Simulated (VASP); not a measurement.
# Re (P6/mmm) in VASP: notebook

The runs below take Re through single point, with PBE.

Program: VASP 6.6.1. These are calculated values, not measurements. Logs are shortened: lines on timing, memory, paths and dates and some standing lists are left out, and cuts for length are marked.

## (1) The cell of the first run

The structure is hexagonal, space group P6/mmm (No. 191). The conventional cell has a = 2.385 Å, b = 2.385 Å, c = 2.156 Å, α = 90.00°, β = 90.00°, γ = 120.00°. Within 2.9 Å of Re (site symmetry 6/mmm) lie 8 Re at 2.16 to 2.39 Å.

This isn't the form of Re at room conditions, which is hcp.

## (2) Single point, PBE

INCAR reads:

```
  PREC = Accurate
  ENCUT = 520
  EDIFF = 1E-7
  ISMEAR = -1
  SIGMA = 0.08
  LREAL = F
  LASPH = T
  NELM = 60
  ALGO = Normal
  ISIF = 2
  LWAVE = F
  LCHARG = T
  GGA = PE
  LELF = T
  LVHAR = T
  NBANDS = 10
```

KPOINTS reads:

```
regular mesh
0
Gamma
  16 16 15
```

POSCAR reads:

```
Re
1.0
    2.3851946910      0.0000000000      0.0000000000
   -1.1925973455      2.0656391954      0.0000000000
    0.0000000000      0.0000000000      2.1556342890
Re
1
Direct
    0.0000000000      0.0000000000      0.0000000000
```

Potentials or basis: VASP PAW PBE potentials, release 64 (Re).

Command:

```console
$ cat potpaw_PBE.64/Re/POTCAR > POTCAR
$ mpirun -np 1 vasp_std > vasp.out
```

OUTCAR:

```text
PREC = Accurate
   ENCUT = 520
   EDIFF = 1E-7
   ISMEAR = -1
   LREAL = F
   LASPH = T
   NELM = 60
   ISIF = 2
   GGA = PE

 ion  position               nearest neighbor table
   1  0.000  0.000  0.000-

  LATTYP: Found a hexagonal cell.
 ALAT       =     2.3851946910
 C/A-ratio  =     0.9037561156

  Lattice vectors:

 A1 = (   2.3851946910,   0.0000000000,   0.0000000000)
 A2 = (  -1.1925973455,   2.0656391954,   0.0000000000)
 A3 = (   0.0000000000,   0.0000000000,   2.1556342890)

Analysis of symmetry for initial positions (statically):
=====================================================================
 Subroutine PRICEL returns:
 Original cell was already a primitive cell.

 Routine SETGRP: Setting up the symmetry group for a
 hexagonal supercell.

 Subroutine GETGRP returns: Found 24 space group operations
 (whereof 24 operations were pure point group operations)
 out of a pool of 24 trial point group operations.

The static configuration has the point symmetry D_6h.

Analysis of symmetry for dynamics (positions and initial velocities):
=====================================================================
 Subroutine PRICEL returns:
 Original cell was already a primitive cell.

 Routine SETGRP: Setting up the symmetry group for a
 hexagonal supercell.

 Subroutine GETGRP returns: Found 24 space group operations
 (whereof 24 operations were pure point group operations)
 out of a pool of 24 trial point group operations.

The dynamic configuration has the point symmetry D_6h.

 Subroutine INISYM returns: Found 24 space group operations
 (whereof 24 operations are pure point group operations),
 and found     1 'primitive' translations

----------------------------------------------------------------------------------------

                                     Primitive cell

  volume of cell :      10.6207

  direct lattice vectors                    reciprocal lattice vectors
     2.385194691  0.000000000  0.000000000     0.419252988  0.242055825  0.000000000
    -1.192597346  2.065639195  0.000000000     0.000000000  0.484111650  0.000000000
     0.000000000  0.000000000  2.155634289     0.000000000  0.000000000  0.463900581

  length of vectors
     2.385194691  2.385194691  2.155634289     0.484111650  0.484111650  0.463900581

  position of ions in fractional coordinates (direct lattice)
     0.000000000  0.000000000  0.000000000

  ion indices of the primitive-cell ions
   primitive index   ion index
                 1           1

----------------------------------------------------------------------------------------

 KPOINTS: regular mesh

Automatic generation of k-mesh.
 Grid dimensions read from file:
 generate k-points for:   16   16   15

 Generating k-lattice:

  Cartesian coordinates                     Fractional coordinates (reciprocal lattice)
     0.026203312  0.015128489  0.000000000     0.062500000  0.000000000  0.000000000
     0.000000000  0.030256978  0.000000000     0.000000000  0.062500000  0.000000000
     0.000000000  0.000000000  0.030926705     0.000000000  0.000000000  0.066666667

  Length of vectors
     0.030256978  0.030256978  0.030926705

  Shift w.r.t. Gamma in fractional coordinates (k-lattice)
     0.000000000  0.000000000  0.000000000

 Subroutine IBZKPT returns following result:
 ===========================================

 Found    240 irreducible k-points:

 Following reciprocal coordinates:
            Coordinates               Weight
  0.000000  0.000000  0.000000      1.000000
  0.062500  0.000000  0.000000      6.000000
  0.125000  0.000000  0.000000      6.000000
  0.187500  0.000000  0.000000      6.000000
  0.250000  0.000000  0.000000      6.000000
  0.312500  0.000000  0.000000      6.000000
[... 16 lines left out ...]
  0.187500  0.187500  0.000000      6.000000
  0.250000  0.187500  0.000000     12.000000
 [... further k-points ...]
   k-points           NKPTS =    240   k-points in BZ     NKDIM =    240   number of bands    NBANDS=     10
   number of dos      NEDOS =    301   number of ions     NIONS =      1
   total plane-waves  NPLWV =   5184
   dimension x,y,z NGX =    18 NGY =   18 NGZ =   16
   dimension x,y,z NGXF=    36 NGYF=   36 NGZF=   32
   ions per type =               1
   NGX,Y,Z   is equivalent  to a cutoff of  12.55, 12.55, 12.34 a.u.
   NGXF,Y,Z  is equivalent  to a cutoff of  25.09, 25.09, 24.68 a.u.
 SYSTEM =  unknown system
   PREC   = accura    normal or accurate (medium, high low for compatibility)
   ISTART =      0    job   : 0-new  1-cont  2-samecut
   ICHARG =      2    charge: 1-file 2-atom 10-const
   ISPIN  =      1    spin polarized calculation?
   LNONCOLLINEAR =      F non collinear calculations
   LSORBIT =      F    spin-orbit coupling
   LASPH  =      T    aspherical Exc in radial PAW
   ENCUT  =  520.0 eV  38.22 Ry    6.18 a.u.   4.43  4.43  4.01*2*pi/ulx,y,z
   NELM   =     60;   NELMIN=  2; NELMDL= -5     # of ELM steps
   EDIFF  = 0.1E-06   stopping-criterion for ELM
   LREAL  =      F    real-space projection
   EDIFFG = 0.1E-05   stopping-criterion for IOM
   NSW    =      0    number of steps for IOM
   IBRION =     -1    ionic relax: 0-MD 1-quasi-New 2-CG
   NFREE  =      0    steps in history (QN), initial steepest desc. (CG)
   ISIF   =      2    stress and relaxation
   ISYM   =      2    0-nonsym 1-usesym 2-fastsym
   POTIM  = 0.5000    time-step for ionic-motion
   TEBEG  =    0.0;   TEEND  =   0.0 temperature during run
   PSTRESS=    0.0 pullay stress
   NELECT =       7.0000    total number of electrons
   NUPDOWN=      -1.0000    fix difference up-down
   EMIN   =  10.00;   EMAX   =-10.00  energy-range for DOS
   EFERMI =   0.00;   METHOD = LEGACY
   ISMEAR =    -1;   SIGMA  =   0.08  broadening in eV -4-tet -1-fermi 0-gaus
   EFERMI_NEDOS =   21; number of points for ismear=-14 and -15
   IALGO  =     38    algorithm
   IMIX   =      4    mixing-type and parameters
     AMIX     =   0.40;   BMIX     =  1.00
     AMIX_MAG =   1.60;   BMIX_MAG =  1.00
  volume/ion in A,a.u.               =      10.62        71.67
  Fermi-wavevector in a.u.,A,eV,Ry     =   1.424699  2.692290 27.616651  2.029767
  Thomas-Fermi vector in A             =   2.545162
   LORBIT       =      0    0 simple, 1 ext, 2 COOP (PROOUT), +10 PAW based schemes
   GGA     = PE    functional components
   LHFCALC =     F    Hartree Fock is set to
   AEXX    =    0.0000 exact exchange contribution
   IVDW    =     0    specifies the selected vdW correction
   LEPSILON=     F    determine dielectric tensor
   LRPA    =     F    only Hartree local field effects (RPA)
 non-spin polarized calculation
  energy-cutoff  :      520.00
  volume of cell :       10.62
 maximum number of plane-waves:       302
 NGX is ok and might be reduce to    18
   NGX =  9   NGY =  9   NGZ =  9

 number of electron       6.9999999 magnetization

 Free energy of the ion-electron system (eV)
  ---------------------------------------------------
  ext. energy  EPLUGINS =         0.00000000
  ---------------------------------------------------
  free energy    TOTEN  =        -7.69862181 eV

  energy without entropy =       -7.68445706  energy(sigma->0) =       -7.69153944

 E-fermi :  13.4292     XC(G=0): -15.4885

 val. band max:       13.4291212913   @ k =   0.3125   0.2500   0.1333
 cond. band min:      13.4303186549   @ k =   0.2500   0.0625   0.2000
 fundamental gap:      0.0011973636
 Fermi energy:        13.4291950740

 k-point     1 :       0.0000    0.0000    0.0000
  band No.  band energies     occupation
      1       0.6613      2.00000
      2       3.7912      2.00000
      3       9.6640      2.00000
      4       9.6640      2.00000
      5      20.4997      0.00000
      6      20.4997      0.00000
      7      26.6553      0.00000
      8      34.2935      0.00000
      9      40.1490      0.00000
     10      40.1491      0.00000

 k-point     2 :       0.0625    0.0000    0.0000
  band No.  band energies     occupation
      1       0.9357      2.00000
      2       3.9051      2.00000
      3       9.3678      2.00000
      4       9.9261      2.00000
      5      20.1031      0.00000
      6      20.4387      0.00000
      7      27.3273      0.00000
      8      34.8834      0.00000
      9      38.6095      0.00000
     10      39.7071      0.00000

 k-point     3 :       0.1250    0.0000    0.0000
  band No.  band energies     occupation
      1       1.6722      2.00000
      2       4.2421      2.00000
      3       8.6861      2.00000
      4      10.7000      2.00000
      5      19.1055      0.00000
      6      20.2675      0.00000
      7      29.1522      0.00000
      8      36.0779      0.00000
      9      36.4256      0.00000
     10      38.6173      0.00000

 k-point     4 :       0.1875    0.0000    0.0000
  band No.  band energies     occupation
      1       2.6029      2.00000
      2       4.7019      2.00000
      3       8.1670      2.00000
      4      11.9481      2.00000
      5      17.8562      0.00000
      6      20.0186      0.00000
      7      31.5638      0.00000
      8      33.7741      0.00000
      9      37.2183      0.00000
     10      38.4296      0.00000
[... 222 lines left out ...]
 k-point    22 :       0.4375    0.1250    0.0000
  band No.  band energies     occupation
      1       3.9288      2.00000
      2       5.9234      2.00000
      3      12.4823      1.99999
      4      14.2921      0.00004
      5      18.2604      0.00000
      6      21.2192      0.00000
      7      26.1421      0.00000
      8      28.5978      0.00000
      9      35.6639      0.00000
     10      43.5319      0.00000

 k-point    23 :       0.1875    0.1875    0.0000
  band No.  band energies     occupation
      1       4.7103      2.00000
      2       6.5040      2.00000
      3       6.9400      2.00000
      4      15.7273      0.00000
      5      16.9536      0.00000
      6      18.7323      0.00000
      7      29.5410      0.00000
      8      31.2857      0.00000
      9      39.4504      0.00000
     10      40.6178      0.00000

 k-point    24 :       0.2500    0.1875    0.0000
  band No.  band energies     occupation
      1       5.2495      2.00000
      2       6.0213      2.00000
      3       8.4302      2.00000
      4      15.1892      0.00000
      5      18.1803      0.00000
      6      19.0260      0.00000
      7      27.9424      0.00000
      8      29.7864      0.00000
      9      37.4004      0.00000
     10      43.8452      0.00000

 [... further k-points ...]

------------------------ aborting loop because EDIFF is reached ----------------------------------------

  FORCE on cell =-STRESS in cart. coord.  units (eV):
  Direction    XX          YY          ZZ          XY          YZ          ZX
  --------------------------------------------------------------------------------------
  -------------------------------------------------------------------------------------
  Total       20.7567420     20.7567420     18.5192334      0.0000000      0.0000000     -0.0000000
  in kB     3131.2402262   3131.2402263   2793.7028167      0.0000000      0.0000000     -0.0000000
  external PRESSURE =    3018.7277564 kB  Pullay stress =       0.0000000 kB

 VOLUME and BASIS-vectors are now :
 -----------------------------------------------------------------------------
  energy-cutoff  :      520.00
  volume of cell :       10.62
      direct lattice vectors                 reciprocal lattice vectors
     2.385194691  0.000000000  0.000000000     0.419252988  0.242055825  0.000000000
    -1.192597346  2.065639195  0.000000000     0.000000000  0.484111650  0.000000000
     0.000000000  0.000000000  2.155634289     0.000000000  0.000000000  0.463900581

 POSITION                                       TOTAL-FORCE (eV/Angst)
 -----------------------------------------------------------------------------------
      0.00000      0.00000      0.00000        -0.000000      0.000000      0.000000
 -----------------------------------------------------------------------------------
    total drift:                               -0.000000      0.000000      0.000000

  FREE ENERGIE OF THE ION-ELECTRON SYSTEM (eV)
  ---------------------------------------------------
  free  energy   TOTEN  =        -7.6986218103 eV

  energy  without entropy=       -7.6844570646  energy(sigma->0) =       -7.69153944
```

Run time: 36 s. Hardware: 1 thread of Intel Xeon 8259CL, shared host; peak memory 0.14 GiB.

What came out:

| Quantity | Value |
| --- | --- |
| Free energy | -7.6986 eV |
| Pressure | 301.9 GPa |
| Band gap on the k mesh | zero (an odd number of electrons rules out a gap without spin polarisation) |

Caveat: the stress differs along the axes, from 279 to 313 GPa; spin-orbit coupling is left out, which moves the levels of the heavy elements.

(Part 1 of 2 ends here.)
